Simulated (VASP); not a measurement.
# SnO (Romarchite) (P4/nmm) in VASP: further runs, part 2 of 3

VASP 6.6.1. Earlier steps stand in the parts before.

### 4 Relaxation of cell and atoms, PBE

This run uses another cell than the first one, of 17.46 Å³/atom, 0.995 times its volume.

File INCAR:

```
PREC = Accurate ; ENCUT = 600
EDIFF = 1E-6 ; ISMEAR = -1
SIGMA = 0.1 ; LREAL = False
LASPH = True ; NELM = 100
ALGO = Normal ; ISIF = 3
LWAVE = False ; LCHARG = False
GGA = PE ; IBRION = 2
NSW = 80 ; EDIFFG = -0.01
```

File KPOINTS:

```
Automatic mesh
0
Gamma
  6 6 6
```

File POSCAR:

```
SnO
1.0
    3.7986000000      0.0000000000      0.0000000000
    0.0000000000      3.7986000000      0.0000000000
    0.0000000000      0.0000000000      4.8408000000
Sn O
2 2
Direct
    0.5000000000      0.0000000000      0.2369000000
    0.0000000000      0.5000000000      0.7631000000
    0.0000000000      0.0000000000      0.0000000000
    0.5000000000      0.5000000000      0.0000000000
```

Potentials or basis: VASP PAW PBE potentials, release 64 (Sn_d, O).

The run is started by

```bash
$ cat potpaw_PBE.64/Sn_d/POTCAR potpaw_PBE.64/O/POTCAR > POTCAR
$ mpirun -np 1 vasp_std > vasp.out
```

OUTCAR:

```text
PREC = Accurate
   ENCUT = 600
   EDIFF = 1E-6
   ISMEAR = -1
   LREAL = False
   LASPH = True
   NELM = 100
   ISIF = 3
   GGA = PE
   IBRION = 2
   NSW = 80
   EDIFFG = -0.01

 ion  position               nearest neighbor table
   1  0.500  0.000  0.237-   3 2.22   4 2.22   4 2.22   3 2.22   2 3.53   2 3.53   2 3.53   2 3.53
                             2 3.70   2 3.70   2 3.70   2 3.70
   2  0.000  0.500  0.763-   3 2.22   4 2.22   3 2.22   4 2.22   1 3.53   1 3.53   1 3.53   1 3.53
                             1 3.70   1 3.70   1 3.70   1 3.70
   3  0.000  0.000  0.000-   1 2.22   2 2.22   2 2.22   1 2.22
   4  0.500  0.500  0.000-   1 2.22   2 2.22   1 2.22   2 2.22

  LATTYP: Found a simple tetragonal cell.
 ALAT       =     3.7986000000
 C/A-ratio  =     1.2743642395

  Lattice vectors:

 A1 = (   3.7986000000,   0.0000000000,   0.0000000000)
 A2 = (   0.0000000000,   3.7986000000,   0.0000000000)
 A3 = (   0.0000000000,   0.0000000000,   4.8408000000)

Analysis of symmetry for initial positions (statically):
=====================================================================
 Subroutine PRICEL returns:
 Original cell was already a primitive cell.

 Routine SETGRP: Setting up the symmetry group for a
 simple tetragonal supercell.

 Subroutine GETGRP returns: Found 16 space group operations
 (whereof  8 operations were pure point group operations)
 out of a pool of 16 trial point group operations.

The static configuration has the point symmetry D_2d.
 The point group associated with its full space group is D_4h.

Analysis of symmetry for dynamics (positions and initial velocities):
=====================================================================
 Subroutine PRICEL returns:
 Original cell was already a primitive cell.

 Routine SETGRP: Setting up the symmetry group for a
 simple tetragonal supercell.

 Subroutine GETGRP returns: Found 16 space group operations
 (whereof  8 operations were pure point group operations)
 out of a pool of 16 trial point group operations.

The dynamic configuration has the point symmetry D_2d.
 The point group associated with its full space group is D_4h.

 Subroutine INISYM returns: Found 16 space group operations
 (whereof  8 operations are pure point group operations),
 and found     1 'primitive' translations

----------------------------------------------------------------------------------------

                                     Primitive cell

  volume of cell :      69.8497

  direct lattice vectors                    reciprocal lattice vectors
     3.798600000  0.000000000  0.000000000     0.263254883  0.000000000  0.000000000
     0.000000000  3.798600000  0.000000000     0.000000000  0.263254883  0.000000000
     0.000000000  0.000000000  4.840800000     0.000000000  0.000000000  0.206577425

  length of vectors
     3.798600000  3.798600000  4.840800000     0.263254883  0.263254883  0.206577425

  position of ions in fractional coordinates (direct lattice)
     0.500000000  0.000000000  0.236900000
     0.000000000  0.500000000  0.763100000
     0.000000000  0.000000000  0.000000000
     0.500000000  0.500000000  0.000000000

  ion indices of the primitive-cell ions
   primitive index   ion index
                 1           1
                 2           2
                 3           3
                 4           4

----------------------------------------------------------------------------------------

 KPOINTS: Automatic mesh

[... 57 lines left out ...]
 SYSTEM =  unknown system
   PREC   = accura    normal or accurate (medium, high low for compatibility)
   ISTART =      0    job   : 0-new  1-cont  2-samecut
   ICHARG =      2    charge: 1-file 2-atom 10-const
   ISPIN  =      1    spin polarized calculation?
   LNONCOLLINEAR =      F non collinear calculations
   LSORBIT =      F    spin-orbit coupling
   LASPH  =      T    aspherical Exc in radial PAW
   ENCUT  =  600.0 eV  44.10 Ry    6.64 a.u.   7.59  7.59  9.67*2*pi/ulx,y,z
   NELM   =    100;   NELMIN=  2; NELMDL= -5     # of ELM steps
   EDIFF  = 0.1E-05   stopping-criterion for ELM
   LREAL  =      F    real-space projection
   EDIFFG = -.1E-01   stopping-criterion for IOM
   NSW    =     80    number of steps for IOM
   IBRION =      2    ionic relax: 0-MD 1-quasi-New 2-CG
   NFREE  =      1    steps in history (QN), initial steepest desc. (CG)
   ISIF   =      3    stress and relaxation
   ISYM   =      2    0-nonsym 1-usesym 2-fastsym
   POTIM  = 0.5000    time-step for ionic-motion
   TEBEG  =    0.0;   TEEND  =   0.0 temperature during run
   PSTRESS=    0.0 pullay stress
   NELECT =      40.0000    total number of electrons
   NUPDOWN=      -1.0000    fix difference up-down
   EMIN   =  10.00;   EMAX   =-10.00  energy-range for DOS
   EFERMI =   0.00;   METHOD = LEGACY
   ISMEAR =    -1;   SIGMA  =   0.10  broadening in eV -4-tet -1-fermi 0-gaus
   EFERMI_NEDOS =   21; number of points for ismear=-14 and -15
   IALGO  =     38    algorithm
   IMIX   =      4    mixing-type and parameters
     AMIX     =   0.40;   BMIX     =  1.00
     AMIX_MAG =   1.60;   BMIX_MAG =  1.00
  volume/ion in A,a.u.               =      17.46       117.84
  Fermi-wavevector in a.u.,A,eV,Ry     =   1.359482  2.569048 25.146163  1.848191
  Thomas-Fermi vector in A             =   2.486226
   LORBIT       =      0    0 simple, 1 ext, 2 COOP (PROOUT), +10 PAW based schemes
   GGA     = PE    functional components
   LHFCALC =     F    Hartree Fock is set to
   AEXX    =    0.0000 exact exchange contribution
   IVDW    =     0    specifies the selected vdW correction
   LEPSILON=     F    determine dielectric tensor
   LRPA    =     F    only Hartree local field effects (RPA)
 conjugate gradient relaxation of ions
 non-spin polarized calculation
  energy-cutoff  :      600.00
  volume of cell :       69.85
 maximum number of plane-waves:      2354
   NGX = 15   NGY = 15   NGZ = 19

--------------------------------------- Ionic step        1  -------------------------------------------

 number of electron      40.0000023 magnetization

 Free energy of the ion-electron system (eV)
  ---------------------------------------------------
  ext. energy  EPLUGINS =         0.00000000
  ---------------------------------------------------
  free energy    TOTEN  =       -22.66682519 eV

  energy without entropy =      -22.66125372  energy(sigma->0) =      -22.66403945

------------------------ aborting loop because EDIFF is reached ----------------------------------------

  FORCE on cell =-STRESS in cart. coord.  units (eV):
  Direction    XX          YY          ZZ          XY          YZ          ZX
  --------------------------------------------------------------------------------------
  -------------------------------------------------------------------------------------
  Total        2.3014627      2.3014627      1.8387685      0.0000000     -0.0000000      0.0000000
  in kB       52.7898293     52.7898293     42.1767760      0.0000000     -0.0000000      0.0000000
  external PRESSURE =      49.2521449 kB  Pullay stress =       0.0000000 kB
[... 95 lines left out ...]
  FREE ENERGIE OF THE ION-ELECTRON SYSTEM (eV)
  ---------------------------------------------------
  free  energy   TOTEN  =       -22.7162720217 eV

  energy  without entropy=      -22.7113213972  energy(sigma->0) =      -22.71379671

 E-fermi :   6.6590     XC(G=0): -10.0101

 val. band max:        6.4465608293   @ k =   0.0000   0.0000   0.0000
 cond. band min:       6.7560060685   @ k =   0.5000   0.5000   0.0000
 fundamental gap:      0.3094452392
 Fermi energy:         6.6590354389

 k-point     1 :       0.0000    0.0000    0.0000
  band No.  band energies     occupation
      1     -15.3085      2.00000
      2     -14.9477      2.00000
      3     -14.9477      2.00000
      4     -14.9429      2.00000
      5     -14.9149      2.00000
      6     -14.9045      2.00000
[... 637 lines left out ...]
     23      11.9608      0.00000
     24      11.9608      0.00000

 [... further k-points ...]

[... ionic steps 4 to 13 ...]

--------------------------------------- Ionic step       14  -------------------------------------------

 number of electron      39.9999988 magnetization

------------------------ aborting loop because EDIFF is reached ----------------------------------------
[... 71 lines left out ...]
--------------------------------------- Ionic step       16  -------------------------------------------

 number of electron      39.9999988 magnetization

 Free energy of the ion-electron system (eV)
  ---------------------------------------------------
  ext. energy  EPLUGINS =         0.00000000
  ---------------------------------------------------
  free energy    TOTEN  =       -22.72482993 eV

  energy without entropy =      -22.72247463  energy(sigma->0) =      -22.72365228

 E-fermi :   6.4850     XC(G=0):  -9.8746

 val. band max:        6.2301592711   @ k =   0.0000   0.0000   0.0000
 cond. band min:       6.6550939936   @ k =   0.5000   0.5000   0.0000
 fundamental gap:      0.4249347225
 Fermi energy:         6.4849790143

 k-point     1 :       0.0000    0.0000    0.0000
  band No.  band energies     occupation
      1     -15.5253      2.00000
      2     -15.1661      2.00000
      3     -15.1618      2.00000
      4     -15.1618      2.00000
      5     -15.1325      2.00000
      6     -15.1180      2.00000
[... 670 lines left out ...]
  FREE ENERGIE OF THE ION-ELECTRON SYSTEM (eV)
  ---------------------------------------------------
  free  energy   TOTEN  =       -22.7248299272 eV

  energy  without entropy=      -22.7224746256  energy(sigma->0) =      -22.72365228

 reached required accuracy - stopping structural energy minimisation
```

CONTCAR:

```text
SnO
   1.00000000000000
     3.8666223828444597    0.0000000000000000    0.0000000000000000
     0.0000000000000000    3.8666223828444597   -0.0000000000000000
     0.0000000000000000   -0.0000000000000000    5.0285175565374995
  Sn              O
     2     2
Direct
     0.5000000000000000    0.0000000000000000    0.2313136154492820
     1.0000000000000000    0.5000000000000000    0.7686863845507180
     0.0000000000000000    0.0000000000000000    0.0000000000000000
     0.5000000000000000    0.5000000000000000    0.0000000000000000

  0.00000000E+00  0.00000000E+00  0.00000000E+00
  0.00000000E+00  0.00000000E+00  0.00000000E+00
  0.00000000E+00  0.00000000E+00  0.00000000E+00
  0.00000000E+00  0.00000000E+00  0.00000000E+00
```

Run time: 4.7 min. Hardware: 1 thread of Intel Xeon 6975P-C (Granite Rapids), shared host; peak memory 0.23 GiB.

What came out:

| Property | Result |
| --- | --- |
| Free energy | -22.7248 eV |
| Relaxed volume | 18.80 Å³/atom |
| Relaxed cell | a = 3.867 Å, b = 3.867 Å, c = 5.029 Å, α = 90.00°, β = 90.00°, γ = 90.00° |
| Space group after relaxing (to 0.05 Å) | P4/nmm (No. 129) |
| Energy gained by relaxing | 14.5 meV/atom |
| Ionic steps | 16 |
| Pressure after relaxing | 0.0 GPa |
| Band gap on the k mesh | 0.42 eV, indirect (least direct gap 1.94 eV) |

The path:
| step | energy change (eV) | largest force (eV/Å) | pressure (GPa) | volume (Å³) |
| --- | --- | --- | --- | --- |
| 1 | 0.0000 | 0.6098 | 4.93 | 69.85 |
| 2 | -0.0036 | 0.8804 | -3.52 | 75.42 |
| 3 | -0.0494 | 0.1899 | 0.26 | 72.59 |
| 4 | -0.0494 | 0.1746 | 0.35 | 72.53 |
| 5 | -0.0524 | 0.1062 | 0.26 | 72.94 |
| 6 | -0.0540 | 0.0132 | 0.13 | 73.51 |
| 7 | -0.0550 | 0.0318 | -0.03 | 73.82 |
| 8 | -0.0559 | 0.0529 | -0.18 | 74.16 |
| 9 | -0.0567 | 0.0948 | -0.45 | 74.85 |
| 10 | -0.0572 | 0.0694 | -0.32 | 74.88 |
| 11 | -0.0578 | 0.0229 | -0.07 | 74.93 |
| 12 | -0.0576 | 0.0716 | 0.39 | 75.03 |
| 13 | -0.0579 | 0.0140 | 0.07 | 74.97 |
| 14 | -0.0579 | 0.0112 | 0.10 | 74.97 |
| 15 | -0.0580 | 0.0091 | 0.08 | 75.02 |
| 16 | -0.0580 | 0.0004 | 0.01 | 75.18 |

Final structure:
```xyz
4
Lattice="3.8666 0.0000 0.0000 0.0000 3.8666 0.0000 0.0000 0.0000 5.0285" Properties=species:S:1:pos:R:3 pbc="T T T"
Sn    1.9333    0.0000    1.1632
Sn    3.8666    1.9333    3.8654
O     0.0000    0.0000    0.0000
O     1.9333    1.9333    0.0000
```

Levels at points of the mesh, in eV from the valence-band top:
```
           k point  band 18  band 19  band 20  band 21  band 22  band 23
(0.00, 0.00, 0.00)    -2.88    -2.88     0.00     1.94     4.16     4.85
(0.50, 0.00, 0.00)    -4.47    -2.38    -2.38     3.06     3.06     5.74
(0.50, 0.50, 0.00)    -2.24    -1.76    -1.76     0.42     0.42     4.54
(0.00, 0.00, 0.50)    -2.89    -2.89    -1.96     1.74     3.24     3.24
(0.50, 0.00, 0.50)    -4.44    -1.55    -1.55     2.49     2.49     5.51
(0.50, 0.50, 0.50)    -2.40    -2.24    -2.24     2.56     2.56     3.80
```

Caveat: spin-orbit coupling is left out, which moves the levels of the heavy elements.

### 5 Relaxation of cell and atoms, PBE, target pressure 2 GPa, at which the enthalpy is minimised

This run uses another cell than the first one, of 17.46 Å³/atom, 0.995 times its volume.

File INCAR:

```
SYSTEM = SnO
ALGO = Normal
EDIFF = 1E-6
EDIFFG = -0.01
ENCUT = 600
GGA = PE
IBRION = 2
ISIF = 3
ISMEAR = -1
LASPH = .TRUE.
LCHARG = .FALSE.
LREAL = .FALSE.
LWAVE = .FALSE.
NELM = 100
NSW = 80
PREC = Accurate
PSTRESS = 20.0
SIGMA = 0.1
```

File KPOINTS:

```
k-points
0
G
  6 6 6
  0 0 0
```

POSCAR is that of step 4.

The run is started by

```bash
$ cat potpaw_PBE.64/Sn_d/POTCAR potpaw_PBE.64/O/POTCAR > POTCAR
$ mpirun -np 1 vasp_std > vasp.out
```

Run time: 3.7 min. Hardware: 1 thread of Intel Xeon 6975P-C (Granite Rapids), shared host; peak memory 0.23 GiB.

Results (log left out):

| Item | Value |
| --- | --- |
| Free energy | -22.6955 eV |
| Relaxed volume | 17.48 Å³/atom |
| Relaxed cell | a = 3.836 Å, b = 3.836 Å, c = 4.752 Å, α = 90.00°, β = 90.00°, γ = 90.00° |
| Space group after relaxing (to 0.05 Å) | P4/nmm (No. 129) |
| Energy change on relaxing (the enthalpy is what falls) | -7.2 meV/atom |
| Ionic steps | 12 |
| Pressure after relaxing | 2.0 GPa |
| Largest force after relaxing | 0.006 eV/Å |
| Band gap on the k mesh | zero (band 20 reaches 7.11 eV, above the bottom of band 21 at 7.08 eV) |

Forces on the atoms (eV/Å):
```
Sn   0.000  0.000  0.006
Sn   0.000  0.000 -0.006
O    0.000  0.000  0.000
O    0.000  0.000  0.000
```

Step by step:
| step | energy change (eV) | largest force (eV/Å) | pressure (GPa) | volume (Å³) |
| --- | --- | --- | --- | --- |
| 1 | 0.0000 | 0.6098 | 4.93 | 69.85 |
| 2 | -0.0379 | 0.5210 | -1.16 | 73.12 |
| 3 | -0.0420 | 0.0421 | 1.78 | 71.40 |
| 4 | -0.0416 | 0.0536 | 1.90 | 71.37 |
| 5 | -0.0410 | 0.0585 | 1.87 | 71.23 |
| 6 | -0.0381 | 0.0743 | 1.91 | 70.82 |
| 7 | -0.0271 | 0.1039 | 2.03 | 69.98 |
| 8 | -0.0342 | 0.0908 | 1.94 | 70.46 |
| 9 | -0.0320 | 0.0105 | 1.77 | 70.21 |
| 10 | -0.0317 | 0.0192 | 1.77 | 70.20 |
| 11 | -0.0259 | 0.0261 | 2.22 | 69.72 |
| 12 | -0.0287 | 0.0057 | 2.03 | 69.94 |

Final structure:
```
Sn O
1.0
     3.83626    0.00000    0.00000
     0.00000    3.83626    0.00000
     0.00000    0.00000    4.75227
Sn O
2 2
Direct
  0.50000 0.00000 0.24468
  0.00000 0.50000 0.75532
  0.00000 0.00000 0.00000
  0.50000 0.50000 0.00000
```

Levels at points of the mesh, in eV from the Fermi level:
```
           k point  band 16  band 17  band 18  band 19  band 20  band 21  band 22  band 23  band 24
(0.00, 0.00, 0.00)    -6.15    -3.41    -3.11    -3.11    -0.08     2.10     4.42     4.42     4.65
(0.50, 0.00, 0.00)    -4.88    -4.75    -4.75    -2.76    -2.76     3.22     3.22     5.71     5.71
(0.50, 0.50, 0.00)    -4.99    -2.46    -2.46    -1.94    -1.94    -0.11    -0.11     4.47     4.47
(0.00, 0.00, 0.50)    -3.50    -3.13    -3.13    -3.07    -2.16     1.67     2.72     2.72     3.48
(0.50, 0.00, 0.50)    -5.40    -4.70    -4.70    -1.75    -1.75     2.63     2.63     5.18     5.18
(0.50, 0.50, 0.50)    -5.53    -2.83    -2.83    -2.46    -2.46     2.24     2.24     4.17     4.17
```

Caveat: the cell is relaxed towards a set pressure, so the enthalpy falls and the energy may rise; spin-orbit coupling is left out, which moves the levels of the heavy elements.

(Part 2 of 3 ends here.)
